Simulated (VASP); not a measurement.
# Te4W (R-3m) in VASP: notebook

Runs on Te4W. Level: PBE. Tasks: single point, relaxation of cell and atoms.

All numbers are computed with VASP 6.6.1; they aren't measurements. Logs are shortened: lines on timing, memory, paths and dates and some standing lists are left out, and cuts for length are marked.

### Step 1. The cell of the first run

The structure is trigonal, space group R-3m (No. 166). The conventional cell has a = 6.085 Å, b = 6.085 Å, c = 16.668 Å, α = 90.00°, β = 90.00°, γ = 120.00°. Te (site symmetry 2/m) has 2 W at 3.04 Å and 6 Te at 3.04 to 3.29 Å within 4.0 Å. Within 4.3 Å of Te (site symmetry -3m) lie 6 Te at 3.29 Å. W (site symmetry -3m) has 6 Te at 3.04 Å within 4.0 Å.

The cell was built from a structure type or drawn by symmetry, and may not be a known phase.

### Step 2. Single point, PBE

Contents of INCAR:

```
SYSTEM = Te4W
  PREC = Accurate
  ENCUT = 520
  EDIFF = 1E-6
  ISMEAR = 0
  SIGMA = 0.1
  LREAL = .FALSE.
  LASPH = .TRUE.
  NELM = 60
  ALGO = Normal
  ISIF = 2
  LWAVE = .FALSE.
  LCHARG = .TRUE.
  GGA = PE
  LELF = .TRUE.
  LVHAR = .TRUE.
  NBANDS = 27
```

Contents of KPOINTS:

```
regular mesh
0
G
  6 6 6
  0 0 0
```

Contents of POSCAR:

```
Te4W
1.0
    3.0424421666      1.7565548039      5.5560579920
   -3.0424421666      1.7565548039      5.5560579920
    0.0000000000     -3.5131096078      5.5560579920
Te W
4 1
Direct
    0.5000000000      0.5000000000      0.0000000000
    0.0000000000      0.5000000000      0.5000000000
    0.5000000000      0.0000000000      0.5000000000
    0.5000000000      0.5000000000      0.5000000000
    0.0000000000      0.0000000000      0.0000000000
```

Potentials or basis: VASP PAW PBE potentials, release 64 (Te, W_sv).

On the command line:

```sh
$ cat potpaw_PBE.64/Te/POTCAR potpaw_PBE.64/W_sv/POTCAR > POTCAR
$ mpirun -np 1 vasp_std > vasp.out
```

OUTCAR:

```text
SYSTEM = Te4W
   PREC = Accurate
   ENCUT = 520
   EDIFF = 1E-6
   ISMEAR = 0
   LREAL = .FALSE.
   LASPH = .TRUE.
   NELM = 60
   ISIF = 2
   GGA = PE

 ion  position               nearest neighbor table
   1  0.500  0.500  0.000-   5 3.04   5 3.04   3 3.04   2 3.04   2 3.04   3 3.04   4 3.29   4 3.29

   2  0.000  0.500  0.500-   3 3.04   3 3.04   1 3.04   5 3.04   1 3.04   5 3.04   4 3.29   4 3.29

   3  0.500  0.000  0.500-   2 3.04   2 3.04   1 3.04   1 3.04   5 3.04   5 3.04   4 3.29   4 3.29

   4  0.500  0.500  0.500-   2 3.29   3 3.29   3 3.29   2 3.29   1 3.29   1 3.29
   5  0.000  0.000  0.000-   1 3.04   1 3.04   2 3.04   2 3.04   3 3.04   3 3.04

  LATTYP: Found a trigonal (rhomboedric) cell.
 ALAT       =     6.5735621642
 COS(alpha) =     0.5715766723

  Lattice vectors:

 A1 = (   3.0424421666,   1.7565548039,   5.5560579920)
 A2 = (  -3.0424421666,   1.7565548039,   5.5560579920)
 A3 = (   0.0000000000,  -3.5131096078,   5.5560579920)

Analysis of symmetry for initial positions (statically):
=====================================================================
 Subroutine PRICEL returns:
 Original cell was already a primitive cell.

 Routine SETGRP: Setting up the symmetry group for a
 trigonal (rhombohedral) supercell.

 Subroutine GETGRP returns: Found 12 space group operations
 (whereof 12 operations were pure point group operations)
 out of a pool of 12 trial point group operations.

The static configuration has the point symmetry D_3d.

Analysis of symmetry for dynamics (positions and initial velocities):
=====================================================================
 Subroutine PRICEL returns:
 Original cell was already a primitive cell.

 Routine SETGRP: Setting up the symmetry group for a
 trigonal (rhombohedral) supercell.

 Subroutine GETGRP returns: Found 12 space group operations
 (whereof 12 operations were pure point group operations)
 out of a pool of 12 trial point group operations.

The dynamic configuration has the point symmetry D_3d.

 Subroutine INISYM returns: Found 12 space group operations
 (whereof 12 operations are pure point group operations),
 and found     1 'primitive' translations

----------------------------------------------------------------------------------------

                                     Primitive cell

  volume of cell :     178.1567

  direct lattice vectors                    reciprocal lattice vectors
     3.042442167  1.756554804  5.556057992     0.164341661  0.094882702  0.059994574
    -3.042442167  1.756554804  5.556057992    -0.164341661  0.094882702  0.059994574
     0.000000000 -3.513109608  5.556057992     0.000000000 -0.189765405  0.059994574

  length of vectors
     6.573562164  6.573562164  6.573562164     0.199023259  0.199023259  0.199023259

  position of ions in fractional coordinates (direct lattice)
     0.500000000  0.500000000  0.000000000
     0.000000000  0.500000000  0.500000000
     0.500000000  0.000000000  0.500000000
     0.500000000  0.500000000  0.500000000
     0.000000000  0.000000000  0.000000000

  ion indices of the primitive-cell ions
   primitive index   ion index
                 1           1
                 2           2
                 3           3
                 4           4
                 5           5

----------------------------------------------------------------------------------------

 KPOINTS: regular mesh

Automatic generation of k-mesh.
 Grid dimensions read from file:
 generate k-points for:    6    6    6

 Generating k-lattice:

  Cartesian coordinates                     Fractional coordinates (reciprocal lattice)
     0.027390277  0.015813784  0.009999096     0.166666667 -0.000000000  0.000000000
    -0.027390277  0.015813784  0.009999096    -0.000000000  0.166666667  0.000000000
     0.000000000 -0.031627567  0.009999096     0.000000000  0.000000000  0.166666667

  Length of vectors
     0.033170543  0.033170543  0.033170543

  Shift w.r.t. Gamma in fractional coordinates (k-lattice)
     0.000000000  0.000000000  0.000000000

 Subroutine IBZKPT returns following result:
 ===========================================

 Found     32 irreducible k-points:

 Following reciprocal coordinates:
            Coordinates               Weight
  0.000000  0.000000  0.000000      1.000000
  0.166667 -0.000000  0.000000      6.000000
  0.333333  0.000000  0.000000      6.000000
  0.500000  0.000000  0.000000      3.000000
  0.166667  0.166667  0.000000      6.000000
  0.333333  0.166667  0.000000     12.000000
[... 16 lines left out ...]
  0.500000  0.500000  0.166667      6.000000
 -0.333333  0.500000  0.166667     12.000000
 [... further k-points ...]
   k-points           NKPTS =     32   k-points in BZ     NKDIM =     32   number of bands    NBANDS=     27
   number of dos      NEDOS =    301   number of ions     NIONS =      5
   total plane-waves  NPLWV = 125000
   dimension x,y,z NGX =    50 NGY =   50 NGZ =   50
   dimension x,y,z NGXF=   100 NGYF=  100 NGZF=  100
   ions per type =               4   1
   NGX,Y,Z   is equivalent  to a cutoff of  12.65, 12.65, 12.65 a.u.
   NGXF,Y,Z  is equivalent  to a cutoff of  25.29, 25.29, 25.29 a.u.
 SYSTEM =  Te4W
   PREC   = accura    normal or accurate (medium, high low for compatibility)
   ISTART =      0    job   : 0-new  1-cont  2-samecut
   ICHARG =      2    charge: 1-file 2-atom 10-const
   ISPIN  =      1    spin polarized calculation?
   LNONCOLLINEAR =      F non collinear calculations
   LSORBIT =      F    spin-orbit coupling
   LASPH  =      T    aspherical Exc in radial PAW
   ENCUT  =  520.0 eV  38.22 Ry    6.18 a.u.  12.22 12.22 12.22*2*pi/ulx,y,z
   NELM   =     60;   NELMIN=  2; NELMDL= -5     # of ELM steps
   EDIFF  = 0.1E-05   stopping-criterion for ELM
   LREAL  =      F    real-space projection
   EDIFFG = 0.1E-04   stopping-criterion for IOM
   NSW    =      0    number of steps for IOM
   IBRION =     -1    ionic relax: 0-MD 1-quasi-New 2-CG
   NFREE  =      0    steps in history (QN), initial steepest desc. (CG)
   ISIF   =      2    stress and relaxation
   ISYM   =      2    0-nonsym 1-usesym 2-fastsym
   POTIM  = 0.5000    time-step for ionic-motion
   TEBEG  =    0.0;   TEEND  =   0.0 temperature during run
   PSTRESS=    0.0 pullay stress
   NELECT =      38.0000    total number of electrons
   NUPDOWN=      -1.0000    fix difference up-down
   EMIN   =  10.00;   EMAX   =-10.00  energy-range for DOS
   EFERMI =   0.00;   METHOD = LEGACY
   ISMEAR =     0;   SIGMA  =   0.10  broadening in eV -4-tet -1-fermi 0-gaus
   EFERMI_NEDOS =   21; number of points for ismear=-14 and -15
   IALGO  =     38    algorithm
   IMIX   =      4    mixing-type and parameters
     AMIX     =   0.40;   BMIX     =  1.00
     AMIX_MAG =   1.60;   BMIX_MAG =  1.00
  volume/ion in A,a.u.               =      35.63       240.45
  Fermi-wavevector in a.u.,A,eV,Ry     =   0.978142  1.848421 13.017540  0.956762
  Thomas-Fermi vector in A             =   2.108895
   LORBIT       =      0    0 simple, 1 ext, 2 COOP (PROOUT), +10 PAW based schemes
   GGA     = PE    functional components
   LHFCALC =     F    Hartree Fock is set to
   AEXX    =    0.0000 exact exchange contribution
   IVDW    =     0    specifies the selected vdW correction
   LEPSILON=     F    determine dielectric tensor
   LRPA    =     F    only Hartree local field effects (RPA)
 non-spin polarized calculation
 Gauss-broadening in eV      SIGMA  =   0.10
  energy-cutoff  :      520.00
  volume of cell :      178.16
 maximum number of plane-waves:      4838
 NGX is ok and might be reduce to    50
   NGX = 25   NGY = 25   NGZ = 25

 number of electron      38.0000002 magnetization

 Free energy of the ion-electron system (eV)
  ---------------------------------------------------
  ext. energy  EPLUGINS =         0.00000000
  ---------------------------------------------------
  free energy    TOTEN  =       -18.74579436 eV

  energy without entropy =      -18.69002527  energy(sigma->0) =      -18.71790982

 E-fermi :   5.0820     XC(G=0):  -8.6486

 val. band max:        5.0710634318   @ k =   0.3333   0.3333   0.0000
 cond. band min:       5.0826576820   @ k =  -0.3333   0.1667   0.1667
 fundamental gap:      0.0115942502
 Fermi energy:         5.0820070268

 k-point     1 :       0.0000    0.0000    0.0000
  band No.  band energies     occupation
      1     -69.2935      2.00000
      2     -33.5258      2.00000
      3     -33.5258      2.00000
      4     -33.3273      2.00000
      5      -9.1945      2.00000
      6      -5.5798      2.00000
[... 19 lines left out ...]
     26       7.9353      0.00000
     27       8.1917      0.00000

 k-point     2 :       0.1667   -0.0000    0.0000
  band No.  band energies     occupation
      1     -69.2935      2.00000
      2     -33.5257      2.00000
      3     -33.5257      2.00000
      4     -33.3273      2.00000
      5      -9.0635      2.00000
      6      -6.0523      2.00000
[... 19 lines left out ...]
     26       7.7795      0.00000
     27       8.2815      0.00000

 k-point     3 :       0.3333    0.0000    0.0000
  band No.  band energies     occupation
      1     -69.2935      2.00000
      2     -33.5257      2.00000
      3     -33.5255      2.00000
      4     -33.3273      2.00000
      5      -8.7016      2.00000
      6      -6.8990      2.00000
[... 19 lines left out ...]
     26       7.6494      0.00000
     27       8.5958      0.00000

 k-point     4 :       0.5000    0.0000    0.0000
  band No.  band energies     occupation
      1     -69.2935      2.00000
      2     -33.5256      2.00000
      3     -33.5254      2.00000
      4     -33.3273      2.00000
      5      -8.3750      2.00000
      6      -7.4144      2.00000
[... 19 lines left out ...]
     26       9.1461      0.00000
     27       9.1601      0.00000
[... 516 lines left out ...]
      4     -33.3273      2.00000
      5      -8.3724      2.00000
      6      -7.3393      2.00000
[... 19 lines left out ...]
     26       7.9093      0.00000
     27       8.8059      0.00000

 k-point    23 :       0.5000    0.5000    0.1667
  band No.  band energies     occupation
      1     -69.2935      2.00000
      2     -33.5257      2.00000
      3     -33.5255      2.00000
      4     -33.3273      2.00000
      5      -8.5338      2.00000
      6      -7.1240      2.00000
[... 19 lines left out ...]
     26       8.5145      0.00000
     27       8.6057      0.00000

 k-point    24 :      -0.3333    0.5000    0.1667
  band No.  band energies     occupation
      1     -69.2935      2.00000
      2     -33.5256      2.00000
      3     -33.5255      2.00000
      4     -33.3273      2.00000
      5      -8.1938      2.00000
      6      -7.5585      2.00000
[... 19 lines left out ...]
     26       8.3267      0.00000
     27       8.9403      0.00000

 [... further k-points ...]
[... 5 lines left out ...]
  --------------------------------------------------------------------------------------
  -------------------------------------------------------------------------------------
  Total       -0.0985106     -0.0985106     -0.0975130      0.0000000      0.0000000      0.0000000
  in kB       -0.8859137     -0.8859137     -0.8769426      0.0000000      0.0000000      0.0000000
  external PRESSURE =      -0.8829234 kB  Pullay stress =       0.0000000 kB

 VOLUME and BASIS-vectors are now :
 -----------------------------------------------------------------------------
  energy-cutoff  :      520.00
  volume of cell :      178.16
      direct lattice vectors                 reciprocal lattice vectors
     3.042442167  1.756554804  5.556057992     0.164341661  0.094882702  0.059994574
    -3.042442167  1.756554804  5.556057992    -0.164341661  0.094882702  0.059994574
     0.000000000 -3.513109608  5.556057992     0.000000000 -0.189765405  0.059994574

 POSITION                                       TOTAL-FORCE (eV/Angst)
 -----------------------------------------------------------------------------------
      0.00000      1.75655      5.55606        -0.000000      0.000000      0.000000
     -1.52122     -0.87828      5.55606         0.000000      0.000000      0.000000
      1.52122     -0.87828      5.55606         0.000000      0.000000      0.000000
      0.00000      0.00000      8.33409        -0.000000     -0.000000     -0.000000
      0.00000      0.00000      0.00000        -0.000000      0.000000      0.000000
 -----------------------------------------------------------------------------------
    total drift:                                0.000000     -0.000000     -0.000000

  FREE ENERGIE OF THE ION-ELECTRON SYSTEM (eV)
  ---------------------------------------------------
  free  energy   TOTEN  =       -18.7457943607 eV

  energy  without entropy=      -18.6900252702  energy(sigma->0) =      -18.71790982
```

It took 97 s on 1 thread of Intel Xeon 6975P-C (Granite Rapids), shared host; peak memory 0.42 GiB.

What came out:

```
Free energy            : -18.7458 eV
Pressure               : -0.1 GPa
Band gap on the k mesh : zero (bands 19 and 20 overlap by 0.44 eV)
```

Caveat: spin-orbit coupling is left out, which moves the levels of the heavy elements.

### Step 3. Relaxation of cell and atoms, PBE

This run uses another cell than the first one, of 36.18 Å³/atom.

Contents of INCAR:

```
PREC     = Accurate       # precision mode
ENCUT    = 600            # plane-wave cutoff, eV
EDIFF    = 1E-6           # SCF threshold, eV
ISMEAR   = 0              # smearing method
SIGMA    = 0.1            # smearing width, eV
LREAL    = F              # projectors in reciprocal space
LASPH    = T              # aspherical terms in the spheres
NELM     = 100            # most SCF steps
ALGO     = Normal         # electronic algorithm
ISIF     = 3              # what is computed and relaxed
LWAVE    = F              # write WAVECAR
LCHARG   = F              # write CHGCAR
GGA      = PE             # functional
IBRION   = 2              # ionic algorithm
NSW      = 100            # ionic steps
EDIFFG   = -0.01          # ionic threshold
```

Contents of KPOINTS:

```
Automatic mesh
0
Gamma
  6 6 6
```

POSCAR, as its differences from that of step 2:

```diff
@@ -2,5 +2,5 @@
 1.0
-    3.0424421666      1.7565548039      5.5560579920
-   -3.0424421666      1.7565548039      5.5560579920
-    0.0000000000     -3.5131096078      5.5560579920
+    3.0641713998      1.7691001825      5.5620399686
+   -3.0641713998      1.7691001825      5.5620399686
+    0.0000000000     -3.5382003650      5.5620399686
 Te W
```

Potentials or basis: VASP PAW PBE potentials, release 64 (Te, W_sv).

On the command line:

```sh
$ cat potpaw_PBE.64/Te/POTCAR potpaw_PBE.64/W_sv/POTCAR > POTCAR
$ mpirun -np 1 vasp_std > vasp.out
```

OUTCAR:

```text
PREC = Accurate
   ENCUT = 600
   EDIFF = 1E-6
   ISMEAR = 0
   LREAL = F
   LASPH = T
   NELM = 100
   ISIF = 3
   GGA = PE
   IBRION = 2
   NSW = 100
   EDIFFG = -0.01

 ion  position               nearest neighbor table
   1  0.500  0.500  0.000-   2 3.06   3 3.06   3 3.06   2 3.06   5 3.06   5 3.06   4 3.30   4 3.30

   2  0.000  0.500  0.500-   1 3.06   5 3.06   5 3.06   1 3.06   3 3.06   3 3.06   4 3.30   4 3.30

   3  0.500  0.000  0.500-   1 3.06   5 3.06   1 3.06   5 3.06   2 3.06   2 3.06   4 3.30   4 3.30

   4  0.500  0.500  0.500-   1 3.30   1 3.30   3 3.30   2 3.30   3 3.30   2 3.30
   5  0.000  0.000  0.000-   2 3.06   3 3.06   2 3.06   3 3.06   1 3.06   1 3.06

  LATTYP: Found a trigonal (rhomboedric) cell.
 ALAT       =     6.5920520656
 COS(alpha) =     0.5678695725

  Lattice vectors:

 A1 = (   3.0641713998,   1.7691001825,   5.5620399686)
[... 266 lines left out ...]
  ---------------------------------------------------
  ext. energy  EPLUGINS =         0.00000000
  ---------------------------------------------------
  free energy    TOTEN  =       -18.74603579 eV

  energy without entropy =      -18.69030491  energy(sigma->0) =      -18.71817035

 E-fermi :   5.0987     XC(G=0):  -8.6565

 val. band max:        5.0875845321   @ k =   0.3333   0.3333   0.0000
 cond. band min:       5.1002439921   @ k =  -0.3333   0.1667   0.1667
 fundamental gap:      0.0126594600
 Fermi energy:         5.0986595873

 k-point     1 :       0.0000    0.0000    0.0000
  band No.  band energies     occupation
      1     -69.2785      2.00000
      2     -33.5105      2.00000
      3     -33.5105      2.00000
      4     -33.3113      2.00000
      5      -9.1860      2.00000
      6      -5.5658      2.00000
[... 613 lines left out ...]
     22       5.6017      0.00000
     23       6.0988      0.00000

 [... further k-points ...]
[... 5 lines left out ...]
  --------------------------------------------------------------------------------------
  -------------------------------------------------------------------------------------
  Total       -0.0068220     -0.0068220      0.0447431     -0.0000000      0.0000000     -0.0000000
  in kB       -0.0614476     -0.0614476      0.4030110     -0.0000000      0.0000000     -0.0000000
  external PRESSURE =       0.0933719 kB  Pullay stress =       0.0000000 kB
[... 20 lines left out ...]
  FREE ENERGIE OF THE ION-ELECTRON SYSTEM (eV)
  ---------------------------------------------------
  free  energy   TOTEN  =       -18.7460357935 eV

  energy  without entropy=      -18.6903049134  energy(sigma->0) =      -18.71817035

 reached required accuracy - stopping structural energy minimisation
```

It took 4.6 min on 1 thread of Intel Xeon 6975P-C (Granite Rapids), shared host; peak memory 0.51 GiB.

What came out:

* Free energy: -18.7460 eV
* Relaxed volume: 35.58 Å³/atom
* Relaxed cell: a = 6.567 Å, b = 6.567 Å, c = 6.567 Å, α = 55.19°, β = 55.19°, γ = 55.19°
* Space group after relaxing (to 0.1 Å): R-3m (No. 166)
* Energy gained by relaxing: 1.8 meV/atom
* Ionic steps: 3
* Pressure after relaxing: 0.0 GPa
* Band gap on the k mesh: zero (bands 19 and 20 overlap by 0.44 eV)

The path:
```
step  energy change (eV)  largest force (eV/Å)  pressure (GPa)  volume (Å³)
   1              0.0000                0.0000           -0.83       180.91
   2             -0.0058                0.0000            0.53       176.07
   3             -0.0092                0.0000            0.01       177.88
```

Final structure:
```xyz
5
Lattice="3.0420 1.7563 5.5491 -3.0420 1.7563 5.5491 0.0000 -3.5126 5.5491" Properties=species:S:1:pos:R:3 pbc="T T T"
Te    0.0000    1.7563    5.5491
Te   -1.5210   -0.8781    5.5491
Te    1.5210   -0.8781    5.5491
Te    0.0000    0.0000    8.3236
W     0.0000    0.0000    0.0000
```

Caveat: spin-orbit coupling is left out, which moves the levels of the heavy elements.
